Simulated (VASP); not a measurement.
# CuI (P4/nmm) in VASP: vibrations by perturbation theory with PBEsol

Aim: the vibrations by perturbation theory of CuI with PBEsol.

All numbers are computed with VASP 6.6.1; they aren't measurements. Logs are shortened: lines on timing, memory, paths and dates and some standing lists are left out, and cuts for length are marked.

## Step 1: The cell of the first run

The structure is tetragonal, space group P4/nmm (No. 129). Conventional cell: a = 4.023 Å, b = 4.023 Å, c = 5.651 Å, α = 90.00°, β = 90.00°, γ = 90.00°. Cu (site symmetry -4m2) has 4 I at 2.60 Å and 4 Cu at 2.84 Å within 3.4 Å. Within 3.4 Å of I (site symmetry 4mm) lie 4 Cu at 2.60 Å.

## Step 2: Vibrations by perturbation theory, PBEsol

The input, INCAR:

```
ALGO     = Normal         # electronic algorithm
EDIFF    = 1E-8           # SCF threshold, eV
ENCUT    = 520            # plane-wave cutoff, eV
GGA      = PS             # functional
IBRION   = 8              # ionic algorithm
ISIF     = 2              # what is computed and relaxed
ISMEAR   = 0              # smearing method
LASPH    = T              # aspherical terms in the spheres
LCHARG   = T              # write CHGCAR
LREAL    = F              # projectors in reciprocal space
LWAVE    = F              # write WAVECAR
NBANDS   = 26             # bands
NELM     = 80             # most SCF steps
NSW      = 1              # ionic steps
PREC     = Accurate       # precision mode
SIGMA    = 0.01           # smearing width, eV
```

The input, KPOINTS:

```
k-points
0
Gamma
  4 4 4
```

The input, POSCAR:

```
CuI
1.0
    4.0229000000      0.0000000000      0.0000000000
    0.0000000000      4.0229000000      0.0000000000
    0.0000000000      0.0000000000      5.6506000000
Cu I
2 2
Direct
    0.0000000000      0.0000000000      0.0000000000
    0.5000000000      0.5000000000      0.0000000000
    0.0000000000      0.5000000000      0.2913000000
    0.5000000000      0.0000000000      0.7087000000
```

Potentials or basis: VASP PAW PBE potentials, release 64 (Cu, I).

The run is started by

```
> cat potpaw_PBE.64/Cu/POTCAR potpaw_PBE.64/I/POTCAR > POTCAR
> mpirun -np 1 vasp_std > vasp.out
```

OUTCAR:

```text
EDIFF = 1E-8
   ENCUT = 520
   GGA = PS
   IBRION = 8
   ISIF = 2
   ISMEAR = 0
   LASPH = T
   LREAL = F
   NELM = 80
   NSW = 1
   PREC = Accurate

 ion  position               nearest neighbor table
   1  0.000  0.000  0.000-   3 2.60   4 2.60   3 2.60   4 2.60
   2  0.500  0.500  0.000-   3 2.60   4 2.60   4 2.60   3 2.60
   3  0.000  0.500  0.291-   1 2.60   2 2.60   1 2.60   2 2.60
   4  0.500  0.000  0.709-   1 2.60   2 2.60   2 2.60   1 2.60

  LATTYP: Found a simple tetragonal cell.
 ALAT       =     4.0229000000
 C/A-ratio  =     1.4046086157

  Lattice vectors:

 A1 = (   4.0229000000,   0.0000000000,   0.0000000000)
 A2 = (   0.0000000000,   4.0229000000,   0.0000000000)
 A3 = (   0.0000000000,   0.0000000000,   5.6506000000)

Analysis of symmetry for initial positions (statically):
=====================================================================
 Subroutine PRICEL returns:
 Original cell was already a primitive cell.

 Routine SETGRP: Setting up the symmetry group for a
 simple tetragonal supercell.

 Subroutine GETGRP returns: Found 16 space group operations
 (whereof  8 operations were pure point group operations)
 out of a pool of 16 trial point group operations.

The static configuration has the point symmetry D_2d.
 The point group associated with its full space group is D_4h.

Analysis of symmetry for dynamics (positions and initial velocities):
=====================================================================
 Subroutine PRICEL returns:
 Original cell was already a primitive cell.

 Routine SETGRP: Setting up the symmetry group for a
 simple tetragonal supercell.

 Subroutine GETGRP returns: Found 16 space group operations
 (whereof  8 operations were pure point group operations)
 out of a pool of 16 trial point group operations.

The dynamic configuration has the point symmetry D_2d.
 The point group associated with its full space group is D_4h.

 Subroutine INISYM returns: Found 16 space group operations
 (whereof  8 operations are pure point group operations),
 and found     1 'primitive' translations

----------------------------------------------------------------------------------------

                                     Primitive cell

  volume of cell :      91.4478

  direct lattice vectors                    reciprocal lattice vectors
     4.022900000  0.000000000  0.000000000     0.248576897  0.000000000  0.000000000
     0.000000000  4.022900000  0.000000000     0.000000000  0.248576897  0.000000000
     0.000000000  0.000000000  5.650600000     0.000000000  0.000000000  0.176972357

  length of vectors
     4.022900000  4.022900000  5.650600000     0.248576897  0.248576897  0.176972357

  position of ions in fractional coordinates (direct lattice)
     0.000000000  0.000000000  0.000000000
     0.500000000  0.500000000  0.000000000
     0.000000000  0.500000000  0.291300000
     0.500000000  0.000000000  0.708700000

  ion indices of the primitive-cell ions
   primitive index   ion index
                 1           1
                 2           2
                 3           3
                 4           4

----------------------------------------------------------------------------------------

[... 116 lines left out ...]
 cond. band min:       7.9095812044   @ k =   0.0000   0.0000   0.0000
 fundamental gap:      1.4510798244
 Fermi energy:         6.5004013144

 k-point     1 :       0.0000    0.0000    0.0000
  band No.  band energies     occupation
      1      -8.3472      2.00000
      2      -7.0121      2.00000
      3      -0.1731      2.00000
      4       2.4095      2.00000
      5       2.4132      2.00000
      6       2.4132      2.00000
[... 511 lines left out ...]
     25      12.8066      0.00000
     26      12.8066      0.00000

------------------------ aborting loop because EDIFF is reached ----------------------------------------

  FORCE on cell =-STRESS in cart. coord.  units (eV):
  Direction    XX          YY          ZZ          XY          YZ          ZX
  --------------------------------------------------------------------------------------
  -------------------------------------------------------------------------------------
  Total        1.4450961      1.4450961      2.0794580      0.0000000      0.0000000     -0.0000000
  in kB       25.3182848     25.3182848     36.4323922      0.0000000      0.0000000     -0.0000000
  external PRESSURE =      29.0229872 kB  Pullay stress =       0.0000000 kB

 VOLUME and BASIS-vectors are now :
 -----------------------------------------------------------------------------
  energy-cutoff  :      520.00
  volume of cell :       91.45
      direct lattice vectors                 reciprocal lattice vectors
     4.022900000  0.000000000  0.000000000     0.248576897  0.000000000  0.000000000
     0.000000000  4.022900000  0.000000000     0.000000000  0.248576897  0.000000000
     0.000000000  0.000000000  5.650600000     0.000000000  0.000000000  0.176972357

 POSITION                                       TOTAL-FORCE (eV/Angst)
 -----------------------------------------------------------------------------------
      0.00000      0.00000      0.00000        -0.000000     -0.000000      0.000000
      2.01145      2.01145      0.00000        -0.000000      0.000000      0.000000
      0.00000      2.01145      1.64602         0.000000      0.000000     -0.055165
      2.01145      0.00000      4.00458        -0.000000      0.000000      0.055165
 -----------------------------------------------------------------------------------
    total drift:                                0.000000      0.000000      0.000000

  FREE ENERGIE OF THE ION-ELECTRON SYSTEM (eV)
  ---------------------------------------------------
  free  energy   TOTEN  =       -12.4903193963 eV

  energy  without entropy=      -12.4903193963  energy(sigma->0) =      -12.49031940

[... ionic steps 2 to 9 ...]

--------------------------------------- Ionic step       10  -------------------------------------------

------------------------ aborting loop because EDIFF is reached ----------------------------------------

[... ionic steps 11 to 11 ...]

--------------------------------------- Ionic step       12  -------------------------------------------

 Free energy of the ion-electron system (eV)
  ---------------------------------------------------
  ---------------------------------------------------
  free energy    TOTEN  =        -0.09230140 eV

  energy without entropy =       -0.09230140

------------------------ aborting loop because EDIFF is reached ----------------------------------------

 INTERNAL STRAIN TENSOR  FOR ION    3  DIRECTION 3   (eV/Angst):
 -----------------------------------------------------------------------------
    -7.36764  0.00000  0.00000
     0.00000 -7.36764  0.00000
     0.00000  0.00000-11.12297

 INTERNAL STRAIN TENSOR FOR ION    4 for displacements in x,y,z  (eV/Angst):
          X           Y           Z          XY          YZ          ZX
  --------------------------------------------------------------------------------
  x     0.00000     0.00000     0.00000     0.00000     0.00000     5.02233
  y     0.00000     0.00000     0.00000     0.00000     4.20652     0.00000
  z     7.36764     7.36764    11.12297     0.00000     0.00000     0.00000

 SECOND DERIVATIVES (NOT SYMMETRIZED)
 ------------------------------------
               1X          1Y          1Z          2X          2Y          2Z          3X          3Y          3Z          4X          4Y          4Z
  1X    -2.318074    0.000000    0.000000    0.319364    0.000000    0.000000   -0.764482    0.000000    0.000000    2.763191    0.000000    0.000000
  1Y     0.000000   -2.318074    0.000000    0.000000    0.319364    0.000000    0.000000    2.763191    0.000000    0.000000   -0.764482    0.000000
  1Z     0.000000    0.000000   -3.949125    0.000000    0.000000   -0.365735    0.000000    0.000000    2.157430    0.000000    0.000000    2.157430
  2X     0.319364    0.000000    0.000000   -2.318074    0.000000    0.000000    2.763191    0.000000    0.000000   -0.764482    0.000000    0.000000
  2Y     0.000000    0.319364    0.000000    0.000000   -2.318074    0.000000    0.000000   -0.764482    0.000000    0.000000    2.763191    0.000000
  2Z     0.000000    0.000000   -0.365735    0.000000    0.000000   -3.949125    0.000000    0.000000    2.157430    0.000000    0.000000    2.157430
  3X    -0.792969    0.000000    0.000000    2.784072    0.000000    0.000000   -3.604035    0.000000    0.000000    1.612932    0.000000    0.000000
  3Y     0.000000    2.784072    0.000000    0.000000   -0.792969    0.000000    0.000000   -3.604035    0.000000    0.000000    1.612932    0.000000
  3Z     0.000000    0.000000    2.157627    0.000000    0.000000    2.157627    0.000000    0.000000   -7.379076    0.000000    0.000000    3.063822
  4X     2.784072    0.000000    0.000000   -0.792969    0.000000    0.000000    1.612932    0.000000    0.000000   -3.604035    0.000000    0.000000
  4Y     0.000000   -0.792969    0.000000    0.000000    2.784072    0.000000    0.000000    1.612932    0.000000    0.000000   -3.604035    0.000000
  4Z     0.000000    0.000000    2.157627    0.000000    0.000000    2.157627    0.000000    0.000000    3.063822    0.000000    0.000000   -7.379076

 Eigenvectors and eigenvalues of the dynamical matrix
 ----------------------------------------------------

   1 f  =    4.990562 THz    31.356623 2PiTHz  166.467214 cm-1    20.639295 meV
             X         Y         Z           dx          dy          dz
      0.000000  0.000000  0.000000    -0.000000    0.000000   -0.577199
      2.011450  2.011450  0.000000     0.000000    0.000000   -0.577199
      0.000000  2.011450  1.646020    -0.000000   -0.000000    0.408462
      2.011450  0.000000  4.004580     0.000000   -0.000000    0.408462
[... 71 lines left out ...]
  12 f/i=    0.003049 THz     0.019159 2PiTHz    0.101714 cm-1     0.012611 meV
             X         Y         Z           dx          dy          dz
      0.000000  0.000000  0.000000    -0.135379   -0.384812   -0.000000
      2.011450  2.011450  0.000000    -0.135379   -0.384812   -0.000000
      0.000000  2.011450  1.646020    -0.191679   -0.544841   -0.000000
      2.011450  0.000000  4.004580    -0.191679   -0.544841   -0.000000

--------------------------------------------------------------------------------------------------------

 ELASTIC MODULI CONTR FROM IONIC RELAXATION (kBar)
 Direction    XX          YY          ZZ          XY          YZ          ZX
 --------------------------------------------------------------------------------
 XX        -350.7840    -13.4945   -274.9766      0.0000     -0.0000     -0.0000
 YY         -13.4945   -350.7840   -274.9766      0.0000      0.0000      0.0000
 ZZ        -274.9766   -274.9766   -415.1336      0.0000      0.0000     -0.0000
 XY           0.0000      0.0000      0.0000      0.0000      0.0000      0.0000
 YZ          -0.0000      0.0000      0.0000      0.0000   -777.2190     -0.0000
 ZX          -0.0000      0.0000     -0.0000      0.0000     -0.0000   -482.1175
 --------------------------------------------------------------------------------
```

Wall time 12 min (1 thread of Intel Xeon 8259CL, shared host); peak memory 0.38 GiB.

Results:

```yaml
Highest_phonon_frequency_at_Γ_LO-TO_splitting_left_out: 166 cm⁻¹
```

Phonon frequencies in cm⁻¹ (negative: imaginary):
```tsv
q point	frequencies
(0.000, 0.000, 0.000)	0 0 0 22 22 113 113 124 148 148 150 166
```

Caveat: the k points lie up to 0.39 Å⁻¹ apart; the cell stands under pressure or tension, which shifts response properties; the PAW data sets were made with another functional, which shifts forces and pressure a little; spin-orbit coupling is left out, which moves the levels of the heavy elements.
